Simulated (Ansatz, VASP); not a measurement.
C in VASP and in Ansatz

Contents of POSCAR:

```
C
1.0
   -1.1840705558      1.1840705558      1.1840705558
    1.1840705558     -1.1840705558      1.1840705558
    1.1840705558      1.1840705558     -1.1840705558
C
1
Direct
    0.0000000000      0.0000000000      0.0000000000
```

Contents of INCAR.step1:

```
ALGO = Normal
EDIFF = 1E-4
ENCUT = 520
GGA = PE
ISMEAR = -1
LASPH = T
LCHARG = F
LREAL = F
LWAVE = T
NBANDS = 8
NELM = 60
PREC = Accurate
SIGMA = 0.03
```

Contents of INCAR.step2:

```
ALGO = Normal
EDIFF = 1E-8
ENCUT = 520
ISIF = 2
ISMEAR = -1
ISTART = 1
LASPH = T
LCHARG = F
LEFG = T
LMIXTAU = T
LREAL = F
LWAVE = F
METAGGA = R2SCAN
NBANDS = 8
NELM = 60
PREC = Accurate
SIGMA = 0.03
```

The input KPOINTS:

```
k-points
0
Gamma
  16 16 16
```

Input for Ansatz:

```yaml
crystal:
  lattice:
    - [-1.1840705558, 1.1840705558, 1.1840705558]
    - [1.1840705558, -1.1840705558, 1.1840705558]
    - [1.1840705558, 1.1840705558, -1.1840705558]
  atoms:
    - { symbol: C, position: [0.0, 0.0, 0.0] }
kpoints:
  mp_grid: { grid: [16, 16, 16] }
  band_path:
    path:
      - [0.0, 0.0, 0.0]
      - [0.5, -0.5, 0.5]
      - [0.0, 0.0, 0.5]
      - [0.0, 0.0, 0.0]
      - [0.25, 0.25, 0.25]
      - [0.5, -0.5, 0.5]
      - [0.25, 0.25, 0.25]
      - [0.0, 0.0, 0.5]
    npoints: 5
scf:
  occupations: { method: fermi_dirac, width: 0.03 }
hamiltonian:
  xc: r2scan
  pseudopotentials: { kind: paw }
output:
  forces: true
  stress: true
  eigenvalues: true
  efg: { contact_densities: true }
```

Alike in both runs: task electric field gradients; functional r2SCAN; k mesh 16 × 16 × 16; occupations fermi-dirac, width 0.03 eV; no spin polarisation.

|  | VASP | Ansatz |
| --- | --- | --- |
| version | VASP 6.6.1 | Ansatz 0.2.0 |
| potentials or method | VASP PAW PBE potentials, release 64 (C) | PAW with Ansatz's default frozen-core files, scalar-relativistic |
| plane-wave cutoff (eV) | 520 | 500 |
| valence electrons in the cell | 4 | 4 |

```csv
,VASP,Ansatz,Ansatz less VASP
pressure (GPa),3.5,3.3,-0.25
```

VASP's potentials were made for PBE, not for r2SCAN.
